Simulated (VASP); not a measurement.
# GaP (F-43m) in VASP: notebook

GaP is run at these levels: PBE; tasks: relaxation of cell and atoms, single point.

All numbers are computed with VASP 6.6.1; they aren't measurements. Logs are shortened: lines on timing, memory, paths and dates and some standing lists are left out, and cuts for length are marked.

### Step 1. The cell of the first run

The structure is cubic, space group F-43m (No. 216). Conventional cell: a = 5.506 Å, b = 5.506 Å, c = 5.506 Å, α = 90.00°, β = 90.00°, γ = 90.00°. Within 3.1 Å of Ga (site symmetry -43m) lie 4 P at 2.38 Å. P (site symmetry -43m) has 4 Ga at 2.38 Å within 3.1 Å.

### Step 2. Relaxation of cell and atoms, PBE, target pressure 4 GPa, at which the enthalpy is minimised

INCAR

```
PREC = Accurate
ENCUT = 600
EDIFF = 1E-6
ISMEAR = 0
SIGMA = 0.01
LREAL = False
LASPH = True
NELM = 100
ALGO = Normal
ISIF = 3
LWAVE = False
LCHARG = False
GGA = PE
IBRION = 2
NSW = 80
EDIFFG = -0.001
PSTRESS = 40.0
```

KPOINTS

```
regular mesh
0
Gamma
  8 8 8
```

POSCAR

```
GaP
1.0
    0.0000000000      2.7530369385      2.7530369385
    2.7530369385      0.0000000000      2.7530369385
    2.7530369385      2.7530369385      0.0000000000
Ga P
1 1
Direct
    0.0000000000      0.0000000000      0.0000000000
    0.7500000000      0.7500000000      0.7500000000
```

Potentials or basis: VASP PAW PBE potentials, release 64 (Ga_d, P).

Command:

```bash
cat potpaw_PBE.64/Ga_d/POTCAR potpaw_PBE.64/P/POTCAR > POTCAR
mpirun -np 1 vasp_std > vasp.out
```

OUTCAR:

```text
PREC = Accurate
   ENCUT = 600
   EDIFF = 1E-6
   ISMEAR = 0
   LREAL = False
   LASPH = True
   NELM = 100
   ISIF = 3
   GGA = PE
   IBRION = 2
   NSW = 80
   EDIFFG = -0.001
   PSTRESS = 40.0

 ion  position               nearest neighbor table
   1  0.000  0.000  0.000-   2 2.38   2 2.38   2 2.38   2 2.38
   2  0.750  0.750  0.750-   1 2.38   1 2.38   1 2.38   1 2.38

  LATTYP: Found a face centered cubic cell.
 ALAT       =     5.5060738770

  Lattice vectors:

 A1 = (   0.0000000000,   2.7530369385,   2.7530369385)
 A2 = (   2.7530369385,   0.0000000000,   2.7530369385)
 A3 = (   2.7530369385,   2.7530369385,   0.0000000000)

Analysis of symmetry for initial positions (statically):
=====================================================================
 Subroutine PRICEL returns:
 Original cell was already a primitive cell.

 Routine SETGRP: Setting up the symmetry group for a
 face centered cubic supercell.

 Subroutine GETGRP returns: Found 24 space group operations
 (whereof 24 operations were pure point group operations)
 out of a pool of 48 trial point group operations.

The static configuration has the point symmetry T_d .

Analysis of symmetry for dynamics (positions and initial velocities):
=====================================================================
 Subroutine PRICEL returns:
 Original cell was already a primitive cell.

 Routine SETGRP: Setting up the symmetry group for a
 face centered cubic supercell.

 Subroutine GETGRP returns: Found 24 space group operations
 (whereof 24 operations were pure point group operations)
 out of a pool of 48 trial point group operations.

The dynamic configuration has the point symmetry T_d .

 Subroutine INISYM returns: Found 24 space group operations
 (whereof 24 operations are pure point group operations),
 and found     1 'primitive' translations

----------------------------------------------------------------------------------------

                                     Primitive cell

  volume of cell :      41.7317

  direct lattice vectors                    reciprocal lattice vectors
     0.000000000  2.753036939  2.753036939    -0.181617614  0.181617614  0.181617614
     2.753036939  0.000000000  2.753036939     0.181617614 -0.181617614  0.181617614
     2.753036939  2.753036939  0.000000000     0.181617614  0.181617614 -0.181617614

  length of vectors
     3.893382176  3.893382176  3.893382176     0.314570935  0.314570935  0.314570935

  position of ions in fractional coordinates (direct lattice)
     0.000000000  0.000000000  0.000000000
     0.750000000  0.750000000  0.750000000

  ion indices of the primitive-cell ions
   primitive index   ion index
                 1           1
                 2           2

----------------------------------------------------------------------------------------

 KPOINTS: regular mesh

Automatic generation of k-mesh.
 Grid dimensions read from file:
 generate k-points for:    8    8    8

 Generating k-lattice:

  Cartesian coordinates                     Fractional coordinates (reciprocal lattice)
    -0.022702202  0.022702202  0.022702202     0.125000000  0.000000000  0.000000000
     0.022702202 -0.022702202  0.022702202     0.000000000  0.125000000  0.000000000
     0.022702202  0.022702202 -0.022702202     0.000000000  0.000000000  0.125000000

  Length of vectors
     0.039321367  0.039321367  0.039321367

  Shift w.r.t. Gamma in fractional coordinates (k-lattice)
     0.000000000  0.000000000  0.000000000

 Subroutine IBZKPT returns following result:
 ===========================================

 Found     29 irreducible k-points:

 Following reciprocal coordinates:
            Coordinates               Weight
  0.000000  0.000000  0.000000      1.000000
  0.125000  0.000000  0.000000      8.000000
  0.250000  0.000000  0.000000      8.000000
  0.375000  0.000000  0.000000      8.000000
  0.500000  0.000000  0.000000      4.000000
  0.125000  0.125000  0.000000      6.000000
[... 16 lines left out ...]
  0.500000  0.250000  0.125000     48.000000
 -0.375000  0.250000  0.125000     24.000000
 [... further k-points ...]
   k-points           NKPTS =     29   k-points in BZ     NKDIM =     29   number of bands    NBANDS=     13
   number of dos      NEDOS =    301   number of ions     NIONS =      2
   total plane-waves  NPLWV =  32768
   dimension x,y,z NGX =    32 NGY =   32 NGZ =   32
   dimension x,y,z NGXF=    64 NGYF=   64 NGZF=   64
   ions per type =               1   1
   NGX,Y,Z   is equivalent  to a cutoff of  13.66, 13.66, 13.66 a.u.
   NGXF,Y,Z  is equivalent  to a cutoff of  27.33, 27.33, 27.33 a.u.
 SYSTEM =  unknown system
   PREC   = accura    normal or accurate (medium, high low for compatibility)
   ISTART =      0    job   : 0-new  1-cont  2-samecut
   ICHARG =      2    charge: 1-file 2-atom 10-const
   ISPIN  =      1    spin polarized calculation?
   LNONCOLLINEAR =      F non collinear calculations
   LSORBIT =      F    spin-orbit coupling
   LASPH  =      T    aspherical Exc in radial PAW
   ENCUT  =  600.0 eV  44.10 Ry    6.64 a.u.   7.78  7.78  7.78*2*pi/ulx,y,z
   NELM   =    100;   NELMIN=  2; NELMDL= -5     # of ELM steps
   EDIFF  = 0.1E-05   stopping-criterion for ELM
   LREAL  =      F    real-space projection
   EDIFFG = -.1E-02   stopping-criterion for IOM
   NSW    =     80    number of steps for IOM
   IBRION =      2    ionic relax: 0-MD 1-quasi-New 2-CG
   NFREE  =      1    steps in history (QN), initial steepest desc. (CG)
   ISIF   =      3    stress and relaxation
   ISYM   =      2    0-nonsym 1-usesym 2-fastsym
   POTIM  = 0.5000    time-step for ionic-motion
   TEBEG  =    0.0;   TEEND  =   0.0 temperature during run
   PSTRESS=   40.0 pullay stress
   NELECT =      18.0000    total number of electrons
   NUPDOWN=      -1.0000    fix difference up-down
   EMIN   =  10.00;   EMAX   =-10.00  energy-range for DOS
   EFERMI =   0.00;   METHOD = LEGACY
   ISMEAR =     0;   SIGMA  =   0.01  broadening in eV -4-tet -1-fermi 0-gaus
   EFERMI_NEDOS =   21; number of points for ismear=-14 and -15
   IALGO  =     38    algorithm
   IMIX   =      4    mixing-type and parameters
     AMIX     =   0.40;   BMIX     =  1.00
     AMIX_MAG =   1.60;   BMIX_MAG =  1.00
  volume/ion in A,a.u.               =      20.87       140.81
  Fermi-wavevector in a.u.,A,eV,Ry     =   1.236926  2.337451 20.816714  1.529985
  Thomas-Fermi vector in A             =   2.371514
   LORBIT       =      0    0 simple, 1 ext, 2 COOP (PROOUT), +10 PAW based schemes
   GGA     = PE    functional components
   LHFCALC =     F    Hartree Fock is set to
   AEXX    =    0.0000 exact exchange contribution
   IVDW    =     0    specifies the selected vdW correction
   LEPSILON=     F    determine dielectric tensor
   LRPA    =     F    only Hartree local field effects (RPA)
 conjugate gradient relaxation of ions
 non-spin polarized calculation
 Gauss-broadening in eV      SIGMA  =   0.01
  energy-cutoff  :      600.00
  volume of cell :       41.73
 maximum number of plane-waves:      1411
   NGX = 15   NGY = 15   NGZ = 15

--------------------------------------- Ionic step        1  -------------------------------------------

 number of electron      17.9999991 magnetization

 Free energy of the ion-electron system (eV)
  ---------------------------------------------------
  ext. energy  EPLUGINS =         0.00000000
  ---------------------------------------------------
  free energy    TOTEN  =        -9.12547930 eV

  energy without entropy =       -9.12547930  energy(sigma->0) =       -9.12547930

------------------------ aborting loop because EDIFF is reached ----------------------------------------

  FORCE on cell =-STRESS in cart. coord.  units (eV):
  Direction    XX          YY          ZZ          XY          YZ          ZX
  --------------------------------------------------------------------------------------
  -------------------------------------------------------------------------------------
  Total       -0.0191533     -0.0191533     -0.0191533     -0.0000000      0.0000000      0.0000000
  in kB       -0.7353412     -0.7353412     -0.7353412     -0.0000000      0.0000000      0.0000000
  external PRESSURE =     -40.7353412 kB  Pullay stress =      40.0000000 kB
[... 23 lines left out ...]
  enthalpy is  TOTEN    =        -8.0836045281 eV   P V=        1.0418747673

--------------------------------------- Ionic step        2  -------------------------------------------

 number of electron      18.0000004 magnetization

 E-fermi :   5.2401     XC(G=0): -10.0502

 val. band max:        5.1487362457   @ k =   0.0000   0.0000   0.0000
 cond. band min:       6.7000308734   @ k =   0.5000   0.5000   0.0000
 fundamental gap:      1.5512946276
 Fermi energy:         5.2401322177

 k-point     1 :       0.0000    0.0000    0.0000
  band No.  band energies     occupation
      1      -9.4920      2.00000
      2      -9.4920      2.00000
      3      -9.4920      2.00000
      4      -9.3769      2.00000
      5      -9.3769      2.00000
      6      -7.7097      2.00000
      7       5.1487      2.00000
      8       5.1487      2.00000
      9       5.1487      2.00000
     10       7.3726      0.00000
     11       9.0215      0.00000
     12       9.0215      0.00000
     13       9.0215      0.00000
[... 435 lines left out ...]
  FREE ENERGIE OF THE ION-ELECTRON SYSTEM (eV)
  ---------------------------------------------------
  free  energy   TOTEN  =        -9.1028279114 eV

  energy  without entropy=       -9.1028279114  energy(sigma->0) =       -9.10282791

  enthalpy is  TOTEN    =        -8.1089632396 eV   P V=        0.9938646717

[... ionic steps 4 to 8 ...]

--------------------------------------- Ionic step        9  -------------------------------------------

 number of electron      18.0000007 magnetization

------------------------ aborting loop because EDIFF is reached ----------------------------------------

  FORCE on cell =-STRESS in cart. coord.  units (eV):
  Direction    XX          YY          ZZ          XY          YZ          ZX
  --------------------------------------------------------------------------------------
  -------------------------------------------------------------------------------------
  Total        0.9793676      0.9793676      0.9793676      0.0000000      0.0000000      0.0000000
  in kB       39.4190203     39.4190203     39.4190203      0.0000000      0.0000000      0.0000000
  external PRESSURE =      -0.5809797 kB  Pullay stress =      40.0000000 kB
[... 61 lines left out ...]
  enthalpy is  TOTEN    =        -8.1089639302 eV   P V=        0.9937518926

--------------------------------------- Ionic step       11  -------------------------------------------

 number of electron      18.0000007 magnetization

 Free energy of the ion-electron system (eV)
  ---------------------------------------------------
  ext. energy  EPLUGINS =         0.00000000
  ---------------------------------------------------
  free energy    TOTEN  =        -9.10269076 eV

  energy without entropy =       -9.10269076  energy(sigma->0) =       -9.10269076

 E-fermi :   4.9099     XC(G=0):  -9.9099

 val. band max:        4.8264017686   @ k =   0.0000   0.0000   0.0000
 cond. band min:       6.4409469845   @ k =   0.3750   0.3750   0.0000
 fundamental gap:      1.6145452159
 Fermi energy:         4.9098519456

 k-point     1 :       0.0000    0.0000    0.0000
  band No.  band energies     occupation
      1      -9.7548      2.00000
      2      -9.7548      2.00000
      3      -9.7548      2.00000
      4      -9.6498      2.00000
      5      -9.6498      2.00000
      6      -7.7936      2.00000
      7       4.8264      2.00000
      8       4.8264      2.00000
      9       4.8264      2.00000
     10       6.7936      0.00000
     11       8.7107      0.00000
     12       8.7108      0.00000
     13       8.7108      0.00000
[... 397 lines left out ...]
  FREE ENERGIE OF THE ION-ELECTRON SYSTEM (eV)
  ---------------------------------------------------
  free  energy   TOTEN  =        -9.1026907646 eV

  energy  without entropy=       -9.1026907646  energy(sigma->0) =       -9.10269076

  enthalpy is  TOTEN    =        -8.1089639715 eV   P V=        0.9937267931

 reached required accuracy - stopping structural energy minimisation
```

Wall time 99 s (1 thread of Intel Xeon 8259CL, shared host); peak memory 0.2 GiB.

Results:

```yaml
Free_energy: -9.1027 eV
Relaxed_volume: 19.90 Å³/atom
Relaxed_cell: a = 3.832 Å, b = 3.832 Å, c = 3.832 Å, α = 60.00°, β = 60.00°, γ = 60.00°
Space_group_after_relaxing_to_0.1_Å: F-43m (No. 216)
Energy_change_on_relaxing_the_run_minimises_the_enthalpy: +11.4 meV/atom
Ionic_steps: 11
Pressure_after_relaxing: 4.0 GPa
Band_gap_on_the_k_mesh: 1.61 eV (least direct gap 1.97 eV)
```

The path:
| step | energy change (eV) | largest force (eV/Å) | pressure (GPa) | volume (Å³) |
| --- | --- | --- | --- | --- |
| 1 | 0.0000 | 0.0000 | -0.07 | 41.73 |
| 2 | 0.0636 | 0.0000 | 7.03 | 38.61 |
| 3 | 0.0227 | 0.0000 | 3.93 | 39.81 |
| 4 | 0.0236 | 0.0000 | 4.10 | 39.77 |
| 5 | 0.0220 | 0.0000 | 3.91 | 39.84 |
| 6 | 0.0229 | 0.0000 | 4.04 | 39.80 |
| 7 | 0.0226 | 0.0000 | 3.94 | 39.81 |
| 8 | 0.0228 | 0.0000 | 4.07 | 39.80 |
| 9 | 0.0227 | 0.0000 | 3.94 | 39.81 |
| 10 | 0.0228 | 0.0000 | 3.97 | 39.80 |
| 11 | 0.0228 | 0.0000 | 3.99 | 39.80 |

Final structure:
```
Ga P
1.0
     0.00000    2.70996    2.70996
     2.70996    0.00000    2.70996
     2.70996    2.70996    0.00000
Ga P
1 1
Direct
  0.00000 0.00000 0.00000
  0.75000 0.75000 0.75000
```

Caveat: the cell is relaxed towards a set pressure, so the run minimises the enthalpy, not the energy.

### Step 3. Single point, PBE

This run uses another cell than the first one, of 16.52 Å³/atom.

INCAR

```
SYSTEM = GaP
PREC     = Accurate       ! precision mode
ENCUT    = 520            ! plane-wave cutoff, eV
EDIFF    = 1E-6           ! SCF threshold, eV
ISMEAR   = 0              ! smearing method
SIGMA    = 0.01           ! smearing width, eV
LREAL    = .FALSE.        ! projectors in reciprocal space
LASPH    = .TRUE.         ! aspherical terms in the spheres
NELM     = 100            ! most SCF steps
ALGO     = Normal         ! electronic algorithm
ISIF     = 2              ! what is computed and relaxed
LWAVE    = .FALSE.        ! write WAVECAR
LCHARG   = .FALSE.        ! write CHGCAR
GGA      = PE             ! functional
NBANDS   = 16             ! bands
```

KPOINTS

```
regular mesh
0
G
  8 8 8
  0 0 0
```

POSCAR

```
GaP
1.0
    0.0000000000      2.5469988321      2.5469988321
    2.5469988321      0.0000000000      2.5469988321
    2.5469988321      2.5469988321      0.0000000000
Ga P
1 1
Direct
    0.0000000000      0.0000000000      0.0000000000
    0.7500000000      0.7500000000      0.7500000000
```

Potentials or basis: VASP PAW PBE potentials, release 64 (Ga_d, P).

Command:

```bash
cat potpaw_PBE.64/Ga_d/POTCAR potpaw_PBE.64/P/POTCAR > POTCAR
mpirun -np 1 vasp_std > vasp.out
```

Wall time 17 s (1 thread of Intel Xeon 8259CL, shared host); peak memory 0.16 GiB.

It converged, with:

```
Free energy            : -8.4701 eV
Pressure               : 29.7 GPa
Band gap on the k mesh : 1.15 eV (least direct gap 3.57 eV)
```

Levels at points of the mesh, in eV from the valence-band top:
| k point | band 6 | band 7 | band 8 | band 9 | band 10 | band 11 | band 12 | band 13 |
| --- | --- | --- | --- | --- | --- | --- | --- | --- |
| (0.00, 0.00, 0.00) | -14.22 | 0.00 | 0.00 | 0.00 | 3.57 | 3.75 | 3.75 | 3.75 |
| (0.50, 0.00, 0.00) | -11.39 | -7.98 | -1.46 | -1.46 | 2.29 | 4.57 | 4.57 | 8.53 |
| (0.50, 0.50, 0.00) | -10.22 | -7.84 | -3.48 | -3.48 | 1.15 | 1.49 | 12.08 | 12.08 |

Caveat: the cell stands under pressure.
